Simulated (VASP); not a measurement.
Here is a VASP 6.6.1 calculation.

The input INCAR:

```
ALGO     = Normal         # electronic algorithm
EDIFF    = 1E-6           # SCF threshold, eV
ENCUT    = 520            # plane-wave cutoff, eV
GGA      = PS             # functional
ISIF     = 2              # what is computed and relaxed
ISMEAR   = -1             # smearing method
LASPH    = True           # aspherical terms in the spheres
LCHARG   = False          # write CHGCAR
LREAL    = False          # projectors in reciprocal space
LWAVE    = False          # write WAVECAR
NBANDS   = 28             # bands
NELM     = 80             # most SCF steps
PREC     = Accurate       # precision mode
SIGMA    = 0.05           # smearing width, eV
```

File KPOINTS:

```
k-points
0
Gamma
  7 7 6
```

POSCAR

```
SnO
1.0
    3.8057824297      0.0000000000      0.0000000000
    0.0000000000      3.8057824297      0.0000000000
    0.0000000000      0.0000000000      4.7517121361
Sn O
2 2
Direct
    0.5000000000      0.0000000000      0.7575602778
    0.0000000000      0.5000000000      0.2424397222
    0.0000000000      0.0000000000      0.0000000000
    0.5000000000      0.5000000000      0.0000000000
```

Potentials or basis: VASP PAW PBE potentials, release 64 (Sn_d, O).

Launch:

```bash
$ cat potpaw_PBE.64/Sn_d/POTCAR potpaw_PBE.64/O/POTCAR > POTCAR
$ mpirun -np 1 vasp_std > vasp.out
```

(1) Estimate the pressure.

(2) What does it give for the largest force?

(3) Predict the band gap on the k mesh.

Results:

(1) 0.2 GPa.

(2) 0.085 eV/Å.

(3) 0.16 eV, indirect (least direct gap 1.91 eV).

Caveat: the PAW data sets were made with another functional, which shifts forces and pressure a little; spin-orbit coupling is left out, which moves the levels of the heavy elements.
